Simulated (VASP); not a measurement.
# Mg (P6_3/mmc) in VASP: a series of runs

The runs below take Mg through relaxation of cell and atoms, single point, with PBEsol.

All numbers are computed with VASP 6.6.1; they aren't measurements. Logs are shortened: lines on timing, memory, paths and dates and some standing lists are left out, and cuts for length are marked.

## Step 1: The cell of the first run

Symmetry: P6_3/mmc, No. 194, hexagonal system. The conventional cell has a = 3.159 Å, b = 3.159 Å, c = 10.156 Å, α = 90.00°, β = 90.00°, γ = 120.00°. Within 4.1 Å of Mg (site symmetry -3m) lie 12 Mg at 3.13 to 3.16 Å. Within 4.1 Å of Mg (site symmetry -6m2) lie 12 Mg at 3.13 to 3.16 Å.

## Step 2: Relaxation of cell and atoms, PBEsol, target pressure 3 GPa, at which the enthalpy is minimised

INCAR

```
ALGO = Fast
EDIFF = 1E-6
EDIFFG = -0.008
ENCUT = 600
GGA = PS
IBRION = 2
ISIF = 3
ISMEAR = 0
LASPH = T
LCHARG = F
LREAL = F
LWAVE = F
NELM = 100
NSW = 70
PREC = Accurate
PSTRESS = 30.0
SIGMA = 0.1
```

KPOINTS

```
k-points
0
Gamma
  18 18 4
```

POSCAR

```
Mg
1.0
    3.1594756506      0.0000000000      0.0000000000
   -1.5797378253      2.7361861761      0.0000000000
    0.0000000000      0.0000000000     10.1555316457
Mg
4
Direct
    0.0000000000      0.0000000000      0.0000000000
    0.3333333333      0.6666666667      0.2500000000
    0.0000000000      0.0000000000      0.5000000000
    0.6666666667      0.3333333333      0.7500000000
```

Potentials or basis: VASP PAW PBE potentials, release 64 (Mg).

Launch:

```console
cat potpaw_PBE.64/Mg/POTCAR > POTCAR
mpirun -np 1 vasp_std > vasp.out
```

OUTCAR:

```text
EDIFF = 1E-6
   EDIFFG = -0.008
   ENCUT = 600
   GGA = PS
   IBRION = 2
   ISIF = 3
   ISMEAR = 0
   LASPH = T
   LREAL = F
   NELM = 100
   NSW = 70
   PREC = Accurate
   PSTRESS = 30.0

 ion  position               nearest neighbor table
   1  0.000  0.000  0.000-   2 3.13   4 3.13   4 3.13   2 3.13   4 3.13   2 3.13
   2  0.333  0.667  0.250-   1 3.13   3 3.13   1 3.13   3 3.13   1 3.13   3 3.13
   3  0.000  0.000  0.500-   2 3.13   4 3.13   4 3.13   2 3.13   4 3.13   2 3.13
   4  0.667  0.333  0.750-   1 3.13   3 3.13   1 3.13   3 3.13   1 3.13   3 3.13

  LATTYP: Found a hexagonal cell.
 ALAT       =     3.1594756506
 C/A-ratio  =     3.2143091984

  Lattice vectors:

 A1 = (   3.1594756506,   0.0000000000,   0.0000000000)
 A2 = (  -1.5797378253,   2.7361861761,   0.0000000000)
 A3 = (   0.0000000000,   0.0000000000,  10.1555316457)

Analysis of symmetry for initial positions (statically):
=====================================================================
 Subroutine PRICEL returns:
 Original cell was already a primitive cell.

 Routine SETGRP: Setting up the symmetry group for a
 hexagonal supercell.

 Subroutine GETGRP returns: Found 24 space group operations
 (whereof 12 operations were pure point group operations)
 out of a pool of 24 trial point group operations.

The static configuration has the point symmetry D_3d.
 The point group associated with its full space group is D_6h.

Analysis of symmetry for dynamics (positions and initial velocities):
=====================================================================
 Subroutine PRICEL returns:
 Original cell was already a primitive cell.

 Routine SETGRP: Setting up the symmetry group for a
 hexagonal supercell.

 Subroutine GETGRP returns: Found 24 space group operations
 (whereof 12 operations were pure point group operations)
 out of a pool of 24 trial point group operations.

The dynamic configuration has the point symmetry D_3d.
 The point group associated with its full space group is D_6h.

 Subroutine INISYM returns: Found 24 space group operations
 (whereof 12 operations are pure point group operations),
 and found     1 'primitive' translations

----------------------------------------------------------------------------------------

                                     Primitive cell

  volume of cell :      87.7937

  direct lattice vectors                    reciprocal lattice vectors
     3.159475651  0.000000000  0.000000000     0.316508215  0.182736103  0.000000000
    -1.579737825  2.736186176  0.000000000     0.000000000  0.365472207  0.000000000
     0.000000000  0.000000000 10.155531646     0.000000000  0.000000000  0.098468503

  length of vectors
     3.159475651  3.159475651 10.155531646     0.365472207  0.365472207  0.098468503

  position of ions in fractional coordinates (direct lattice)
     0.000000000  0.000000000  0.000000000
     0.333333333  0.666666667  0.250000000
     0.000000000  0.000000000  0.500000000
     0.666666667  0.333333333  0.750000000

  ion indices of the primitive-cell ions
   primitive index   ion index
                 1           1
                 2           2
                 3           3
                 4           4

----------------------------------------------------------------------------------------

 KPOINTS: k-points

Automatic generation of k-mesh.
 Grid dimensions read from file:
 generate k-points for:   18   18    4

 Generating k-lattice:

  Cartesian coordinates                     Fractional coordinates (reciprocal lattice)
     0.017583790  0.010152006  0.000000000     0.055555556  0.000000000  0.000000000
     0.000000000  0.020304011  0.000000000     0.000000000  0.055555556  0.000000000
     0.000000000  0.000000000  0.024617126     0.000000000  0.000000000  0.250000000

  Length of vectors
     0.020304011  0.020304011  0.024617126

  Shift w.r.t. Gamma in fractional coordinates (k-lattice)
     0.000000000  0.000000000  0.000000000

 Subroutine IBZKPT returns following result:
 ===========================================

 Found    111 irreducible k-points:

 Following reciprocal coordinates:
            Coordinates               Weight
  0.000000  0.000000  0.000000      1.000000
  0.055556  0.000000  0.000000      6.000000
  0.111111  0.000000  0.000000      6.000000
  0.166667  0.000000  0.000000      6.000000
  0.222222 -0.000000  0.000000      6.000000
  0.277778  0.000000  0.000000      6.000000
[... 16 lines left out ...]
  0.333333  0.111111  0.000000     12.000000
  0.388889  0.111111  0.000000     12.000000
 [... further k-points ...]
   k-points           NKPTS =    111   k-points in BZ     NKDIM =    111   number of bands    NBANDS=      8
   number of dos      NEDOS =    301   number of ions     NIONS =      4
   total plane-waves  NPLWV =  65856
   dimension x,y,z NGX =    28 NGY =   28 NGZ =   84
   dimension x,y,z NGXF=    56 NGYF=   56 NGZF=  168
   ions per type =               4
   NGX,Y,Z   is equivalent  to a cutoff of  14.73, 14.73, 13.75 a.u.
   NGXF,Y,Z  is equivalent  to a cutoff of  29.47, 29.47, 27.50 a.u.
 SYSTEM =  unknown system
   PREC   = accura    normal or accurate (medium, high low for compatibility)
   ISTART =      0    job   : 0-new  1-cont  2-samecut
   ICHARG =      2    charge: 1-file 2-atom 10-const
   ISPIN  =      1    spin polarized calculation?
   LNONCOLLINEAR =      F non collinear calculations
   LSORBIT =      F    spin-orbit coupling
   LASPH  =      T    aspherical Exc in radial PAW
   ENCUT  =  600.0 eV  44.10 Ry    6.64 a.u.   6.31  6.31 20.28*2*pi/ulx,y,z
   NELM   =    100;   NELMIN=  2; NELMDL= -5     # of ELM steps
   EDIFF  = 0.1E-05   stopping-criterion for ELM
   LREAL  =      F    real-space projection
   EDIFFG = -.8E-02   stopping-criterion for IOM
   NSW    =     70    number of steps for IOM
   IBRION =      2    ionic relax: 0-MD 1-quasi-New 2-CG
   NFREE  =      1    steps in history (QN), initial steepest desc. (CG)
   ISIF   =      3    stress and relaxation
   ISYM   =      2    0-nonsym 1-usesym 2-fastsym
   POTIM  = 0.5000    time-step for ionic-motion
   TEBEG  =    0.0;   TEEND  =   0.0 temperature during run
   PSTRESS=   30.0 pullay stress
   NELECT =       8.0000    total number of electrons
   NUPDOWN=      -1.0000    fix difference up-down
   EMIN   =  10.00;   EMAX   =-10.00  energy-range for DOS
   EFERMI =   0.00;   METHOD = LEGACY
   ISMEAR =     0;   SIGMA  =   0.10  broadening in eV -4-tet -1-fermi 0-gaus
   EFERMI_NEDOS =   21; number of points for ismear=-14 and -15
   IALGO  =     68    algorithm
   IMIX   =      4    mixing-type and parameters
     AMIX     =   0.40;   BMIX     =  1.00
     AMIX_MAG =   1.60;   BMIX_MAG =  1.00
  volume/ion in A,a.u.               =      21.95       148.12
  Fermi-wavevector in a.u.,A,eV,Ry     =   0.736688  1.392139  7.384011  0.542710
  Thomas-Fermi vector in A             =   1.830188
   LORBIT       =      0    0 simple, 1 ext, 2 COOP (PROOUT), +10 PAW based schemes
   GGA     = PS    functional components
   LHFCALC =     F    Hartree Fock is set to
   AEXX    =    0.0000 exact exchange contribution
   IVDW    =     0    specifies the selected vdW correction
   LEPSILON=     F    determine dielectric tensor
   LRPA    =     F    only Hartree local field effects (RPA)
 conjugate gradient relaxation of ions
 non-spin polarized calculation
 RMM-DIIS sequential band-by-band and
 Gauss-broadening in eV      SIGMA  =   0.10
  energy-cutoff  :      600.00
  volume of cell :       87.79
 maximum number of plane-waves:      2957
 NGX is ok and might be reduce to    28
   NGX = 13   NGY = 13   NGZ = 41

--------------------------------------- Ionic step        1  -------------------------------------------

 number of electron       8.0000000 magnetization

 Free energy of the ion-electron system (eV)
  ---------------------------------------------------
  ext. energy  EPLUGINS =         0.00000000
  ---------------------------------------------------
  free energy    TOTEN  =        -6.86779402 eV

  energy without entropy =       -6.85787358  energy(sigma->0) =       -6.86283380

------------------------ aborting loop because EDIFF is reached ----------------------------------------

  FORCE on cell =-STRESS in cart. coord.  units (eV):
  Direction    XX          YY          ZZ          XY          YZ          ZX
  --------------------------------------------------------------------------------------
  -------------------------------------------------------------------------------------
  Total        0.5741575      0.5741575      0.5903257      0.0000000      0.0000000      0.0000000
  in kB       10.4779982     10.4779982     10.7730561      0.0000000      0.0000000      0.0000000
  external PRESSURE =     -19.4236492 kB  Pullay stress =      30.0000000 kB

 VOLUME and BASIS-vectors are now :
 -----------------------------------------------------------------------------
  energy-cutoff  :      600.00
  volume of cell :       87.79
      direct lattice vectors                 reciprocal lattice vectors
     3.159475651  0.000000000  0.000000000     0.316508215  0.182736103  0.000000000
    -1.579737825  2.736186176  0.000000000     0.000000000  0.365472207  0.000000000
     0.000000000  0.000000000 10.155531646     0.000000000  0.000000000  0.098468503
[... 50 lines left out ...]
  FREE ENERGIE OF THE ION-ELECTRON SYSTEM (eV)
  ---------------------------------------------------
  free  energy   TOTEN  =        -6.8282045135 eV

  energy  without entropy=       -6.8187798976  energy(sigma->0) =       -6.82349221

  enthalpy is  TOTEN    =        -5.2468074160 eV   P V=        1.5813970975

--------------------------------------- Ionic step        3  -------------------------------------------

 number of electron       8.0000000 magnetization

 Free energy of the ion-electron system (eV)
  ---------------------------------------------------
  ext. energy  EPLUGINS =         0.00000000
  ---------------------------------------------------
  free energy    TOTEN  =        -6.82183497 eV

  energy without entropy =       -6.81247243  energy(sigma->0) =       -6.81715370

 E-fermi :   3.0668     XC(G=0):  -8.8142

 val. band max:        3.0636737415   @ k =   0.2778   0.1667   0.2500
 cond. band min:       3.0808910341   @ k =   0.2778   0.0556   0.0000
 fundamental gap:      0.0172172926
 Fermi energy:         3.0667761513

 k-point     1 :       0.0000    0.0000    0.0000
  band No.  band energies     occupation
      1      -4.2528      2.00000
      2      -2.7600      2.00000
      3      -2.7589      2.00000
      4       1.2881      2.00000
      5       1.9234      2.00000
      6       8.5077      0.00000
      7       8.5202      0.00000
      8      14.4413      0.00000

 k-point     2 :       0.0556    0.0000    0.0000
  band No.  band energies     occupation
      1      -4.1888      2.00000
      2      -2.6971      2.00000
      3      -2.6960      2.00000
      4       1.3458      2.00000
      5       1.9851      2.00000
      6       8.5526      0.00000
      7       8.5689      0.00000
      8      13.0412      0.00000
[... 221 lines left out ...]
 k-point    23 :       0.3333    0.1111    0.0000
  band No.  band energies     occupation
      1      -0.9842      2.00000
      2       0.4459      2.00000
      3       0.4467      2.00000
      4       3.2544      0.00797
      5       4.2688      0.00000
      6       4.6301      0.00000
      7       4.8489      0.00000
      8       5.4327      0.00000

 k-point    24 :       0.3889    0.1111    0.0000
  band No.  band energies     occupation
      1      -0.0661      2.00000
      2       1.3190      2.00000
      3       1.3291      2.00000
      4       2.1086      2.00000
      5       3.5576      0.00000
      6       3.5932      0.00000
      7       5.1941      0.00000
      8       5.9622      0.00000

 [... further k-points ...]

------------------------ aborting loop because EDIFF is reached ----------------------------------------

  FORCE on cell =-STRESS in cart. coord.  units (eV):
  Direction    XX          YY          ZZ          XY          YZ          ZX
  --------------------------------------------------------------------------------------
  -------------------------------------------------------------------------------------
  Total        1.5616519      1.5616519      1.6015779      0.0000000      0.0000000     -0.0000000
  in kB       29.7494637     29.7494637     30.5100542      0.0000000      0.0000000     -0.0000000
  external PRESSURE =       0.0029939 kB  Pullay stress =      30.0000000 kB

 VOLUME and BASIS-vectors are now :
 -----------------------------------------------------------------------------
  energy-cutoff  :      600.00
  volume of cell :       84.10
      direct lattice vectors                 reciprocal lattice vectors
     3.114350092  0.000000000  0.000000000     0.321094280  0.185383869 -0.000000000
    -1.557175046  2.697106296 -0.000000000     0.000000000  0.370767738 -0.000000000
     0.000000000  0.000000000 10.012676413     0.000000000  0.000000000  0.099873396

 POSITION                                       TOTAL-FORCE (eV/Angst)
 -----------------------------------------------------------------------------------
     -0.00000      0.00000     -0.00000         0.000000     -0.000000      0.000000
     -0.00000      1.79807      2.50317        -0.000000     -0.000000      0.000000
      0.00000      0.00000      5.00634         0.000000      0.000000      0.000000
      1.55718      0.89904      7.50951        -0.000000      0.000000     -0.000000
 -----------------------------------------------------------------------------------
    total drift:                               -0.000000      0.000000     -0.000000

  FREE ENERGIE OF THE ION-ELECTRON SYSTEM (eV)
  ---------------------------------------------------
  free  energy   TOTEN  =        -6.8218349678 eV

  energy  without entropy=       -6.8124724298  energy(sigma->0) =       -6.81715370

  enthalpy is  TOTEN    =        -5.2470315554 eV   P V=        1.5748034123

 reached required accuracy - stopping structural energy minimisation
```

Wall time 3 min (1 thread of Intel Xeon 8259CL, shared host); peak memory 0.31 GiB.

Results:

* Free energy: -6.8218 eV
* Relaxed volume: 21.03 Å³/atom
* Relaxed cell: a = 3.114 Å, b = 3.114 Å, c = 10.013 Å, α = 90.00°, β = 90.00°, γ = 120.00°
* Space group after relaxing (to 0.1 Å): P6_3/mmc (No. 194)
* Energy change on relaxing (the run minimises the enthalpy): +11.5 meV/atom
* Ionic steps: 3
* Pressure after relaxing: 3.0 GPa
* Band gap on the k mesh: zero (bands 4 and 5 overlap by 2.14 eV)

The path:
```tsv
step	energy change (eV)	largest force (eV/Å)	pressure (GPa)	volume (Å³)
1	0.0000	0.0000	1.06	87.79
2	0.0396	0.0000	2.79	84.46
3	0.0460	0.0000	3.00	84.10
```

Final structure:
```cif
data_structure
_symmetry_space_group_name_H-M 'P 1'
_symmetry_Int_Tables_number 1
_cell_length_a 3.1144
_cell_length_b 3.1144
_cell_length_c 10.0127
_cell_angle_alpha 90.000
_cell_angle_beta 90.000
_cell_angle_gamma 120.000
_cell_volume 84.10
loop_
_atom_site_label
_atom_site_type_symbol
_atom_site_fract_x
_atom_site_fract_y
_atom_site_fract_z
_atom_site_occupancy
Mg1 Mg 0.00000 0.00000 0.00000 1
Mg2 Mg 0.33333 0.66667 0.25000 1
Mg3 Mg 0.00000 0.00000 0.50000 1
Mg4 Mg 0.66667 0.33333 0.75000 1
```

Caveat: the cell is relaxed towards a set pressure, so the run minimises the enthalpy, not the energy; the PAW data sets were made with another functional, which shifts forces and pressure a little.

(Continued in part 2 of 2.)
